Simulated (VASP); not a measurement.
## Si: single point with PBE

The system is Si.

```xyz
1
Lattice="0.0000 1.9474 1.9474 1.9474 0.0000 1.9474 1.9474 1.9474 0.0000" Properties=species:S:1:pos:R:3 pbc="T T T"
Si    0.0000    0.0000    0.0000
```

This isn't the form of Si at room conditions, which is diamond.

```json
{
  "Program": "VASP 6.6.1",
  "Task": "single point",
  "Functional": "PBE",
  "Potentials or basis": "VASP PAW PBE potentials, release 64 (Si)",
  "Cutoff": "500 eV",
  "k mesh": "48 × 48 × 48",
  "Occupations": "fermi-dirac, width 0.0612256 eV",
  "Spin": "no spin polarisation",
  "Dipole correction": "no",
  "Further INCAR settings": "ALGO = Normal; EDIFF = 1e-06; NBANDS = 8"
}
```

```yaml
Pressure: -1.6 GPa
Band_gap_on_the_k_mesh: zero (bands 2 and 3 overlap by 13.92 eV)
```

Levels at points of the mesh, in eV from the Fermi level:
```tsv
k point	band 1	band 2	band 3	band 4	band 5
(0.00, 0.00, 0.00)	-14.28	10.87	10.87	10.87	11.83
(0.50, 0.00, 0.00)	-7.57	-6.84	8.35	8.35	10.77
(0.50, 0.50, 0.00)	-5.28	-4.53	3.11	3.11	4.42
```

It took 4.6 min on 1 thread of Intel Xeon 8259CL (shared host), peak memory 0.35 GiB.
